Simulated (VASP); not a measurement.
# MoSe (F-43m) in VASP: notebook

Runs on MoSe. Level: PBE+U. Tasks: single point.

Program: VASP 6.6.1. These are calculated values, not measurements. Logs are shortened: lines on timing, memory, paths and dates and some standing lists are left out, and cuts for length are marked.

### 1 The cell of the first run

It takes space group F-43m (No. 216, cubic). Conventional cell: a = 5.799 Å, b = 5.799 Å, c = 5.799 Å, α = 90.00°, β = 90.00°, γ = 90.00°. Mo (site symmetry -43m) has 4 Se at 2.51 Å within 3.3 Å. Within 3.3 Å of Se (site symmetry -43m) lie 4 Mo at 2.51 Å.

### 2 Single point, PBE+U, collinear spin, ferromagnetic start

INCAR

```
SYSTEM = MoSe
ALGO = Normal
EDIFF = 1E-6
ENCUT = 520
GGA = PE
ISIF = 2
ISMEAR = 0
ISPIN = 2
LASPH = .True.
LCHARG = .False.
LDAU = .True.
LDAUJ = 0 0
LDAUL = 2 -1
LDAUPRINT = 1
LDAUTYPE = 2
LDAUU = 4.38 0
LMAXMIX = 4
LORBIT = 11
LREAL = .False.
LWAVE = .False.
MAGMOM = 2 0
NBANDS = 21
NELM = 150
PREC = Accurate
SIGMA = 0.1
```

KPOINTS

```
k-points
0
Gamma
  12 12 12
  0 0 0
```

POSCAR

```
MoSe
1.0
    0.0000000000      2.8995555161      2.8995555161
    2.8995555161      0.0000000000      2.8995555161
    2.8995555161      2.8995555161      0.0000000000
Mo Se
1 1
Direct
    0.0000000000      0.0000000000      0.0000000000
    0.2500000000      0.2500000000      0.2500000000
```

Potentials or basis: VASP PAW PBE potentials, release 64 (Mo_sv, Se).

Command:

```console
> cat potpaw_PBE.64/Mo_sv/POTCAR potpaw_PBE.64/Se/POTCAR > POTCAR
> mpirun -np 1 vasp_std > vasp.out
```

OUTCAR:

```text
SYSTEM = MoSe
   EDIFF = 1E-6
   ENCUT = 520
   GGA = PE
   ISIF = 2
   ISMEAR = 0
   ISPIN = 2
   LASPH = .True.
   LORBIT = 11
   LREAL = .False.
   NELM = 150
   PREC = Accurate

 ion  position               nearest neighbor table
   1  0.000  0.000  0.000-   2 2.51   2 2.51   2 2.51   2 2.51
   2  0.250  0.250  0.250-   1 2.51   1 2.51   1 2.51   1 2.51

  LATTYP: Found a face centered cubic cell.
 ALAT       =     5.7991110322

  Lattice vectors:

 A1 = (   0.0000000000,   2.8995555161,   2.8995555161)
 A2 = (   2.8995555161,   0.0000000000,   2.8995555161)
 A3 = (   2.8995555161,   2.8995555161,   0.0000000000)

Analysis of symmetry for initial positions (statically):
=====================================================================
 Subroutine PRICEL returns:
 Original cell was already a primitive cell.

 Routine SETGRP: Setting up the symmetry group for a
 face centered cubic supercell.

 Subroutine GETGRP returns: Found 24 space group operations
 (whereof 24 operations were pure point group operations)
 out of a pool of 48 trial point group operations.

The static configuration has the point symmetry T_d .

Analysis of symmetry for dynamics (positions and initial velocities):
=====================================================================
 Subroutine PRICEL returns:
 Original cell was already a primitive cell.

 Routine SETGRP: Setting up the symmetry group for a
 face centered cubic supercell.

 Subroutine GETGRP returns: Found 24 space group operations
 (whereof 24 operations were pure point group operations)
 out of a pool of 48 trial point group operations.

The dynamic configuration has the point symmetry T_d .

Analysis of structural, dynamic, and magnetic symmetry:
=====================================================================
 Subroutine PRICEL returns:
 Original cell was already a primitive cell.

 Routine SETGRP: Setting up the symmetry group for a
 face centered cubic supercell.

 Subroutine GETGRP returns: Found 24 space group operations
 (whereof 24 operations were pure point group operations)
 out of a pool of 48 trial point group operations.

The overall configuration has the point symmetry T_d .

 Subroutine INISYM returns: Found 24 space group operations
 (whereof 24 operations are pure point group operations),
 and found     1 'primitive' translations

----------------------------------------------------------------------------------------

                                     Primitive cell

  volume of cell :      48.7556

  direct lattice vectors                    reciprocal lattice vectors
     0.000000000  2.899555516  2.899555516    -0.172440223  0.172440223  0.172440223
     2.899555516  0.000000000  2.899555516     0.172440223 -0.172440223  0.172440223
     2.899555516  2.899555516  0.000000000     0.172440223  0.172440223 -0.172440223

  length of vectors
     4.100590736  4.100590736  4.100590736     0.298675228  0.298675228  0.298675228

  position of ions in fractional coordinates (direct lattice)
     0.000000000  0.000000000  0.000000000
     0.250000000  0.250000000  0.250000000

  ion indices of the primitive-cell ions
   primitive index   ion index
                 1           1
                 2           2

----------------------------------------------------------------------------------------

 KPOINTS: k-points

Automatic generation of k-mesh.
 Grid dimensions read from file:
 generate k-points for:   12   12   12

[... 55 lines left out ...]
   ISTART =      0    job   : 0-new  1-cont  2-samecut
   ICHARG =      2    charge: 1-file 2-atom 10-const
   ISPIN  =      2    spin polarized calculation?
   LNONCOLLINEAR =      F non collinear calculations
   LSORBIT =      F    spin-orbit coupling
   LASPH  =      T    aspherical Exc in radial PAW
   ENCUT  =  520.0 eV  38.22 Ry    6.18 a.u.   7.62  7.62  7.62*2*pi/ulx,y,z
   NELM   =    150;   NELMIN=  2; NELMDL= -5     # of ELM steps
   EDIFF  = 0.1E-05   stopping-criterion for ELM
   LREAL  =      F    real-space projection
[... 7 lines left out ...]
   TEBEG  =    0.0;   TEEND  =   0.0 temperature during run
   PSTRESS=    0.0 pullay stress
   NELECT =      20.0000    total number of electrons
   NUPDOWN=      -1.0000    fix difference up-down
   EMIN   =  10.00;   EMAX   =-10.00  energy-range for DOS
   EFERMI =   0.00;   METHOD = LEGACY
   ISMEAR =     0;   SIGMA  =   0.10  broadening in eV -4-tet -1-fermi 0-gaus
   EFERMI_NEDOS =   21; number of points for ismear=-14 and -15
   IALGO  =     38    algorithm
   IMIX   =      4    mixing-type and parameters
     AMIX     =   0.40;   BMIX     =  1.00
     AMIX_MAG =   1.60;   BMIX_MAG =  1.00
  volume/ion in A,a.u.               =      24.38       164.51
  Fermi-wavevector in a.u.,A,eV,Ry     =   1.216401  2.298664 20.131604  1.479631
  Thomas-Fermi vector in A             =   2.351756
   LORBIT       =     11    0 simple, 1 ext, 2 COOP (PROOUT), +10 PAW based schemes
 LDA+U is selected, type is set to LDAUTYPE =  2
   angular momentum for each species LDAUL =     2   -1
   U (eV)           for each species LDAUU =   4.4  0.0
   J (eV)           for each species LDAUJ =   0.0  0.0
   GGA     = PE    functional components
   LHFCALC =     F    Hartree Fock is set to
   AEXX    =    0.0000 exact exchange contribution
   IVDW    =     0    specifies the selected vdW correction
   LEPSILON=     F    determine dielectric tensor
   LRPA    =     F    only Hartree local field effects (RPA)
 spin polarized calculation
 Gauss-broadening in eV      SIGMA  =   0.10
  energy-cutoff  :      520.00
  volume of cell :       48.76
 maximum number of plane-waves:      1363
   NGX = 15   NGY = 15   NGZ = 15

atom =   1  type =  1  l = 2

 onsite density matrix

spin component  1

  0.6776  0.0000 -0.0000  0.0000 -0.0000
  0.0000  0.6776  0.0000  0.0000  0.0000
 -0.0000  0.0000  0.8049 -0.0000  0.0000
  0.0000  0.0000 -0.0000  0.6776 -0.0000
 -0.0000  0.0000  0.0000 -0.0000  0.8049

spin component  2

  0.1147 -0.0000 -0.0000 -0.0000  0.0000
 -0.0000  0.1147  0.0000 -0.0000  0.0000
 -0.0000  0.0000  0.0279 -0.0000  0.0000
 -0.0000 -0.0000 -0.0000  0.1147 -0.0000
  0.0000  0.0000  0.0000 -0.0000  0.0279

 occupancies and eigenvectors

  o =  0.0279  v =  0.0000  0.0000  0.0000  0.0000  0.0000  0.0000 -0.0000  0.9800 -0.0000 -0.1991      0.0000  0.0000  0.0000  0.0000  0.0000  0.0000  0.0000  0.0000  0.0000  0.0000
  o =  0.0279  v =  0.0000  0.0000  0.0000  0.0000  0.0000 -0.0000 -0.0000  0.1991  0.0000  0.9800      0.0000  0.0000  0.0000  0.0000  0.0000  0.0000  0.0000  0.0000  0.0000  0.0000
  o =  0.1147  v =  0.0000  0.0000  0.0000  0.0000  0.0000 -0.9998 -0.0144  0.0000 -0.0118 -0.0000      0.0000  0.0000  0.0000  0.0000  0.0000  0.0000  0.0000  0.0000  0.0000  0.0000
  o =  0.1147  v =  0.0000  0.0000  0.0000  0.0000  0.0000 -0.0141  0.9995  0.0000 -0.0278 -0.0000      0.0000  0.0000  0.0000  0.0000  0.0000  0.0000  0.0000  0.0000  0.0000  0.0000
  o =  0.1147  v =  0.0000  0.0000  0.0000  0.0000  0.0000  0.0122 -0.0277  0.0000 -0.9995  0.0000      0.0000  0.0000  0.0000  0.0000  0.0000  0.0000  0.0000  0.0000  0.0000  0.0000
  o =  0.6776  v =  0.0000  0.8726  0.0000  0.4884  0.0000  0.0000  0.0000  0.0000  0.0000  0.0000      0.0000  0.0000  0.0000  0.0000  0.0000  0.0000  0.0000  0.0000  0.0000  0.0000
  o =  0.6776  v =  1.0000  0.0000  0.0000  0.0000  0.0000  0.0000  0.0000  0.0000  0.0000  0.0000      0.0000  0.0000  0.0000  0.0000  0.0000  0.0000  0.0000  0.0000  0.0000  0.0000
  o =  0.6776  v =  0.0000  0.4884 -0.0000 -0.8726  0.0000  0.0000  0.0000  0.0000  0.0000  0.0000      0.0000  0.0000  0.0000  0.0000  0.0000  0.0000  0.0000  0.0000  0.0000  0.0000
  o =  0.8049  v =  0.0000 -0.0000 -0.9977  0.0000 -0.0676  0.0000  0.0000  0.0000  0.0000  0.0000      0.0000  0.0000  0.0000  0.0000  0.0000  0.0000  0.0000  0.0000  0.0000  0.0000
  o =  0.8049  v =  0.0000  0.0000  0.0676 -0.0000 -0.9977  0.0000  0.0000  0.0000  0.0000  0.0000      0.0000  0.0000  0.0000  0.0000  0.0000  0.0000  0.0000  0.0000  0.0000  0.0000

 number of electron      20.0000001 magnetization       3.6686665

 Free energy of the ion-electron system (eV)
  ---------------------------------------------------
  ext. energy  EPLUGINS =         0.00000000
  ---------------------------------------------------
  free energy    TOTEN  =        -9.43375968 eV

  energy without entropy =       -9.42573330  energy(sigma->0) =       -9.42974649

 E-fermi :   6.2647     XC(G=0):  -9.8122

 val. band max:        6.2580895769   @ k =  -0.4167   0.4167   0.1667
 cond. band min:       6.2729001596   @ k =  -0.2500   0.4167   0.1667
 fundamental gap:      0.0148105827
 Fermi energy:         6.2647215864

 spin component 1

 k-point     1 :       0.0000    0.0000    0.0000
  band No.  band energies     occupation
      1     -55.8827      1.00000
      2     -30.1428      1.00000
      3     -30.1428      1.00000
      4     -30.1428      1.00000
      5      -8.6161      1.00000
      6       0.4330      1.00000
[... 1145 lines left out ...]
     20      19.0724      0.00000
     21      21.6087      0.00000

 [... further k-points ...]

------------------------ aborting loop because EDIFF is reached ----------------------------------------

  FORCE on cell =-STRESS in cart. coord.  units (eV):
  Direction    XX          YY          ZZ          XY          YZ          ZX
  --------------------------------------------------------------------------------------
  -------------------------------------------------------------------------------------
  Total        4.0511273      4.0511273      4.0511273     -0.0000000      0.0000000     -0.0000000
  in kB      133.1257866    133.1257866    133.1257866     -0.0000000      0.0000000     -0.0000000
  external PRESSURE =     133.1257866 kB  Pullay stress =       0.0000000 kB

 VOLUME and BASIS-vectors are now :
 -----------------------------------------------------------------------------
  energy-cutoff  :      520.00
  volume of cell :       48.76
      direct lattice vectors                 reciprocal lattice vectors
     0.000000000  2.899555516  2.899555516    -0.172440223  0.172440223  0.172440223
     2.899555516  0.000000000  2.899555516     0.172440223 -0.172440223  0.172440223
     2.899555516  2.899555516  0.000000000     0.172440223  0.172440223 -0.172440223

 POSITION                                       TOTAL-FORCE (eV/Angst)
 -----------------------------------------------------------------------------------
      0.00000      0.00000      0.00000         0.000000      0.000000      0.000000
      1.44978      1.44978      1.44978        -0.000000     -0.000000     -0.000000
 -----------------------------------------------------------------------------------
    total drift:                                0.000000      0.000000      0.000000

  FREE ENERGIE OF THE ION-ELECTRON SYSTEM (eV)
  ---------------------------------------------------
  free  energy   TOTEN  =        -9.4337596821 eV

  energy  without entropy=       -9.4257332989  energy(sigma->0) =       -9.42974649

 total charge

# of ion       s       p       d       tot
------------------------------------------
    1        2.255   6.112   4.000  12.368
    2        1.441   2.472   0.073   3.987
--------------------------------------------------
tot          3.697   8.585   4.073  16.355

 magnetization (x)

# of ion       s       p       d       tot
------------------------------------------
    1        0.063   0.044   3.216   3.324
    2       -0.006  -0.180   0.054  -0.132
--------------------------------------------------
tot          0.057  -0.135   3.270   3.192
```

Wall time 1.8 min (1 thread of Intel Xeon Platinum 8375C at 2.90GHz (Ice Lake), shared host); peak memory 0.26 GiB.

Results:

| Quantity | Value |
| --- | --- |
| Free energy | -9.4338 eV |
| Pressure | 13.3 GPa |
| Net moment | 3.67 μB per cell |
| Site moments | Mo +3.32; Se -0.13 μB |
| Valence electrons inside the program's atomic spheres | Mo 12.37; Se 3.99 |

Eigenvalues of the final occupation matrices:
| site | spin | trace | eigenvalues |
| --- | --- | --- | --- |
| site 1 d | 1 | 3.64 | 0.68 0.68 0.68 0.80 0.80 |
| site 1 d | 2 | 0.40 | 0.03 0.03 0.11 0.11 0.11 |

(Continued in part 2 of 2.)
